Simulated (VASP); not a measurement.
# WSe2 (P6_3/mmc) in VASP: further runs

Runs on WSe2. Level: PBEsol. Tasks: single point.

Program: VASP 6.6.1. These are calculated values, not measurements. Logs are shortened: lines on timing, memory, paths and dates and some standing lists are left out, and cuts for length are marked.

## Step 1: The cell of the first run

The structure is hexagonal, space group P6_3/mmc (No. 194). The conventional cell has a = 3.301 Å, b = 3.301 Å, c = 13.013 Å, α = 90.00°, β = 90.00°, γ = 120.00°. Within 3.4 Å of W (site symmetry -6m2) lie 6 Se at 2.54 Å and 6 W at 3.30 Å. Se (site symmetry 3m) has 3 W at 2.54 Å and 7 Se at 3.30 to 3.36 Å within 3.4 Å.

## Step 2: Single point, PBEsol (20.47 Å³/atom)

Contents of INCAR:

```
SYSTEM = WSe2
  ALGO = Normal
  EDIFF = 1E-6
  ENCUT = 520
  GGA = PS
  ISIF = 2
  ISMEAR = -1
  LASPH = .TRUE.
  LCHARG = .TRUE.
  LELF = .TRUE.
  LREAL = .FALSE.
  LVHAR = .TRUE.
  LWAVE = .FALSE.
  NBANDS = 35
  NELM = 100
  PREC = Accurate
  SIGMA = 0.08
```

Contents of KPOINTS:

```
k-points
0
G
  11 11 3
  0 0 0
```

Contents of POSCAR:

```
WSe2
1.0
    3.3009287582      0.0000000000      0.0000000000
   -1.6504643790      2.8586881606      0.0000000000
    0.0000000000      0.0000000000     13.0130900175
W Se
2 4
Direct
    0.3333333333      0.6666666667      0.2500000000
    0.6666666667      0.3333333333      0.7500000000
    0.3333333333      0.6666666667      0.6210000000
    0.6666666667      0.3333333333      0.1210000000
    0.3333333333      0.6666666667      0.8790000000
    0.6666666667      0.3333333333      0.3790000000
```

Potentials or basis: VASP PAW PBE potentials, release 64 (W_sv, Se).

Started as:

```
$ cat potpaw_PBE.64/W_sv/POTCAR potpaw_PBE.64/Se/POTCAR > POTCAR
$ mpirun -np 1 vasp_std > vasp.out
```

OUTCAR:

```text
SYSTEM = WSe2
   EDIFF = 1E-6
   ENCUT = 520
   GGA = PS
   ISIF = 2
   ISMEAR = -1
   LASPH = .TRUE.
   LREAL = .FALSE.
   NELM = 100
   PREC = Accurate

 ion  position               nearest neighbor table
   1  0.333  0.667  0.250-   4 2.54   6 2.54   4 2.54   6 2.54   4 2.54   6 2.54
   2  0.667  0.333  0.750-   3 2.54   5 2.54   3 2.54   5 2.54   3 2.54   5 2.54
   3  0.333  0.667  0.621-   2 2.54   2 2.54   2 2.54
   4  0.667  0.333  0.121-   1 2.54   1 2.54   1 2.54
   5  0.333  0.667  0.879-   2 2.54   2 2.54   2 2.54
   6  0.667  0.333  0.379-   1 2.54   1 2.54   1 2.54

  LATTYP: Found a hexagonal cell.
 ALAT       =     3.3009287582
 C/A-ratio  =     3.9422510968

  Lattice vectors:

 A1 = (   3.3009287582,   0.0000000000,   0.0000000000)
 A2 = (  -1.6504643790,   2.8586881606,   0.0000000000)
 A3 = (   0.0000000000,   0.0000000000,  13.0130900175)

Analysis of symmetry for initial positions (statically):
=====================================================================
 Subroutine PRICEL returns:
 Original cell was already a primitive cell.

 Routine SETGRP: Setting up the symmetry group for a
 hexagonal supercell.

 Subroutine GETGRP returns: Found 24 space group operations
 (whereof 12 operations were pure point group operations)
 out of a pool of 24 trial point group operations.

The static configuration has the point symmetry D_3d.
 The point group associated with its full space group is D_6h.

Analysis of symmetry for dynamics (positions and initial velocities):
=====================================================================
 Subroutine PRICEL returns:
 Original cell was already a primitive cell.

 Routine SETGRP: Setting up the symmetry group for a
 hexagonal supercell.

 Subroutine GETGRP returns: Found 24 space group operations
 (whereof 12 operations were pure point group operations)
 out of a pool of 24 trial point group operations.

The dynamic configuration has the point symmetry D_3d.
 The point group associated with its full space group is D_6h.

 Subroutine INISYM returns: Found 24 space group operations
 (whereof 12 operations are pure point group operations),
 and found     1 'primitive' translations

----------------------------------------------------------------------------------------
[... 94 lines left out ...]
   ICHARG =      2    charge: 1-file 2-atom 10-const
   ISPIN  =      1    spin polarized calculation?
   LNONCOLLINEAR =      F non collinear calculations
   LSORBIT =      F    spin-orbit coupling
   LASPH  =      T    aspherical Exc in radial PAW
   ENCUT  =  520.0 eV  38.22 Ry    6.18 a.u.   6.14  6.14 24.20*2*pi/ulx,y,z
   NELM   =    100;   NELMIN=  2; NELMDL= -5     # of ELM steps
   EDIFF  = 0.1E-05   stopping-criterion for ELM
   LREAL  =      F    real-space projection
   EDIFFG = 0.1E-04   stopping-criterion for IOM
   NSW    =      0    number of steps for IOM
   IBRION =     -1    ionic relax: 0-MD 1-quasi-New 2-CG
   NFREE  =      0    steps in history (QN), initial steepest desc. (CG)
   ISIF   =      2    stress and relaxation
   ISYM   =      2    0-nonsym 1-usesym 2-fastsym
   POTIM  = 0.5000    time-step for ionic-motion
   TEBEG  =    0.0;   TEEND  =   0.0 temperature during run
   PSTRESS=    0.0 pullay stress
   NELECT =      52.0000    total number of electrons
   NUPDOWN=      -1.0000    fix difference up-down
   EMIN   =  10.00;   EMAX   =-10.00  energy-range for DOS
   EFERMI =   0.00;   METHOD = LEGACY
   ISMEAR =    -1;   SIGMA  =   0.08  broadening in eV -4-tet -1-fermi 0-gaus
   EFERMI_NEDOS =   21; number of points for ismear=-14 and -15
   IALGO  =     38    algorithm
   IMIX   =      4    mixing-type and parameters
     AMIX     =   0.40;   BMIX     =  1.00
     AMIX_MAG =   1.60;   BMIX_MAG =  1.00
  volume/ion in A,a.u.               =      20.47       138.11
  Fermi-wavevector in a.u.,A,eV,Ry     =   1.229367  2.323166 20.563067  1.511343
  Thomas-Fermi vector in A             =   2.364257
   LORBIT       =      0    0 simple, 1 ext, 2 COOP (PROOUT), +10 PAW based schemes
   GGA     = PS    functional components
   LHFCALC =     F    Hartree Fock is set to
   AEXX    =    0.0000 exact exchange contribution
   IVDW    =     0    specifies the selected vdW correction
   LEPSILON=     F    determine dielectric tensor
   LRPA    =     F    only Hartree local field effects (RPA)
 non-spin polarized calculation
  energy-cutoff  :      520.00
  volume of cell :      122.80
 maximum number of plane-waves:      3340
 NGX is ok and might be reduce to    28
   NGX = 13   NGY = 13   NGZ = 49

 number of electron      51.9999996 magnetization

 Free energy of the ion-electron system (eV)
  ---------------------------------------------------
  ext. energy  EPLUGINS =         0.00000000
  ---------------------------------------------------
  free energy    TOTEN  =       -46.53149259 eV

  energy without entropy =      -46.53137297  energy(sigma->0) =      -46.53143278

 E-fermi :   6.4307     XC(G=0): -10.8632

 val. band max:        6.0139852491   @ k =   0.0000   0.0000   0.0000
 cond. band min:       6.9316147793   @ k =   0.1818   0.1818   0.0000
 fundamental gap:      0.9176295303
 Fermi energy:         6.4306854206

 k-point     1 :       0.0000    0.0000    0.0000
  band No.  band energies     occupation
      1     -68.2868      2.00000
      2     -68.2867      2.00000
      3     -32.5243      2.00000
      4     -32.5243      2.00000
      5     -32.4009      2.00000
      6     -32.4009      2.00000
[... 901 lines left out ...]
     34       9.8265      0.00000
     35      12.6364      0.00000

 [... further k-points ...]
[... 5 lines left out ...]
  --------------------------------------------------------------------------------------
  -------------------------------------------------------------------------------------
  Total       -1.9387661     -1.9387661     -1.2053495     -0.0000000      0.0000000      0.0000000
  in kB      -25.2960457    -25.2960457    -15.7267943     -0.0000000      0.0000000      0.0000000
  external PRESSURE =     -22.1062953 kB  Pullay stress =       0.0000000 kB

 VOLUME and BASIS-vectors are now :
 -----------------------------------------------------------------------------
  energy-cutoff  :      520.00
  volume of cell :      122.80
      direct lattice vectors                 reciprocal lattice vectors
     3.300928758  0.000000000  0.000000000     0.302945042  0.174905401  0.000000000
    -1.650464379  2.858688161  0.000000000     0.000000000  0.349810803  0.000000000
     0.000000000  0.000000000 13.013090017     0.000000000  0.000000000  0.076845699

 POSITION                                       TOTAL-FORCE (eV/Angst)
 -----------------------------------------------------------------------------------
     -0.00000      1.90579      3.25327        -0.000000     -0.000000      0.000000
      1.65046      0.95290      9.75982         0.000000     -0.000000      0.000000
     -0.00000      1.90579      8.08113        -0.000000     -0.000000      0.232995
      1.65046      0.95290      1.57458         0.000000      0.000000      0.232995
     -0.00000      1.90579     11.43851        -0.000000     -0.000000     -0.232995
      1.65046      0.95290      4.93196         0.000000      0.000000     -0.232995
 -----------------------------------------------------------------------------------
    total drift:                               -0.000000      0.000000     -0.000000

  FREE ENERGIE OF THE ION-ELECTRON SYSTEM (eV)
  ---------------------------------------------------
  free  energy   TOTEN  =       -46.5314925938 eV

  energy  without entropy=      -46.5313729749  energy(sigma->0) =      -46.53143278
```

stdout:

```text
POSCAR found type information on POSCAR W Se
 POSCAR found :  2 types and       6 ions
 scaLAPACK will be used
 -----------------------------------------------------------------------------
|                                                                             |
|                                                                             |
|     You enforced a specific xc type in the INCAR file but a different       |
|     I HOPE YOU KNOW WHAT YOU ARE DOING!                                     |
|                                                                             |
 -----------------------------------------------------------------------------

 LDA part: xc-table for (Slater+PW92), standard interpolation
 POSCAR, INCAR and KPOINTS ok, starting setup
 FFT: planning ... GRIDC
 FFT: planning ... GRID_SOFT
 FFT: planning ... GRID
 WAVECAR not read
 entering main loop
```

It took 2.1 min on 1 thread of AMD EPYC 7R13 (Zen 3), shared host; peak memory 0.28 GiB.

What came out:

* Free energy: -46.5315 eV
* Pressure: -2.2 GPa
* Largest force: 0.233 eV/Å
* Band gap on the k mesh: 0.92 eV (least direct gap 1.71 eV)

Forces on the atoms (eV/Å):
```
W    0.000  0.000  0.000
W    0.000  0.000  0.000
Se   0.000  0.000  0.233
Se   0.000  0.000  0.233
Se   0.000  0.000 -0.233
Se   0.000  0.000 -0.233
```

Caveat: the PAW data sets were made with another functional, which shifts forces and pressure a little; spin-orbit coupling is left out, which moves the levels of the heavy elements; an odd mesh through Γ misses points on the zone boundary, where band edges can lie; this functional lacks dispersion, which binds the layers, so the pressure and a relaxed spacing across them are unreliable.

## Step 3: Single point, PBEsol (20.67 Å³/atom)

This run uses another cell than the first one, of 20.67 Å³/atom.

Contents of INCAR:

```
SYSTEM = WSe2
PREC     = Accurate       ! precision mode
ENCUT    = 520            ! plane-wave cutoff, eV
EDIFF    = 1E-6           ! SCF threshold, eV
ISMEAR   = -1             ! smearing method
SIGMA    = 0.08           ! smearing width, eV
LREAL    = .FALSE.        ! projectors in reciprocal space
LASPH    = .TRUE.         ! aspherical terms in the spheres
NELM     = 100            ! most SCF steps
ALGO     = Normal         ! electronic algorithm
ISIF     = 2              ! what is computed and relaxed
LWAVE    = .FALSE.        ! write WAVECAR
LCHARG   = .FALSE.        ! write CHGCAR
GGA      = PS             ! functional
NBANDS   = 35             ! bands
```

Contents of KPOINTS:

```
regular mesh
0
G
  11 11 3
  0 0 0
```

Edit POSCAR of step 2 so:

```diff
@@ -2,5 +2,5 @@
 1.0
-    3.3009287582      0.0000000000      0.0000000000
-   -1.6504643790      2.8586881606      0.0000000000
-    0.0000000000      0.0000000000     13.0130900175
+    3.3117871547      0.0000000000      0.0000000000
+   -1.6558935773      2.8680918078      0.0000000000
+    0.0000000000      0.0000000000     13.0558965430
 W Se
```

Potentials or basis: VASP PAW PBE potentials, release 64 (W_sv, Se).

Started as:

```
$ cat potpaw_PBE.64/W_sv/POTCAR potpaw_PBE.64/Se/POTCAR > POTCAR
$ mpirun -np 1 vasp_std > vasp.out
```

Wall time 2 min (1 thread of AMD EPYC 7R13 (Zen 3), shared host); peak memory 0.28 GiB.

Results (log left out):

| Property | Result |
| --- | --- |
| Free energy | -46.5100 eV |
| Pressure | -3.5 GPa |
| Largest force | 0.389 eV/Å |
| Band gap on the k mesh | 0.93 eV (least direct gap 1.69 eV) |

Forces on the atoms (eV/Å):
```
W    0.000  0.000  0.000
W    0.000  0.000  0.000
Se   0.000  0.000  0.389
Se   0.000  0.000  0.389
Se   0.000  0.000 -0.389
Se   0.000  0.000 -0.389
```

Stress tensor (GPa, compression positive):
```
-3.74  0.00  0.00
 0.00 -3.74  0.00
 0.00  0.00 -3.03
```

Levels at points of the mesh, in eV from the valence-band top:
| k point | band 24 | band 25 | band 26 | band 27 | band 28 | band 29 |
| --- | --- | --- | --- | --- | --- | --- |
| (0.00, 0.00, 0.00) | -1.07 | -1.04 | 0.00 | 2.59 | 2.59 | 2.64 |

Caveat: the cell stands under tension; the PAW data sets were made with another functional, which shifts forces and pressure a little; spin-orbit coupling is left out, which moves the levels of the heavy elements; an odd mesh through Γ misses points on the zone boundary, where band edges can lie; this functional lacks dispersion, which binds the layers, so the pressure and a relaxed spacing across them are unreliable.

(Continued in part 2 of 2.)
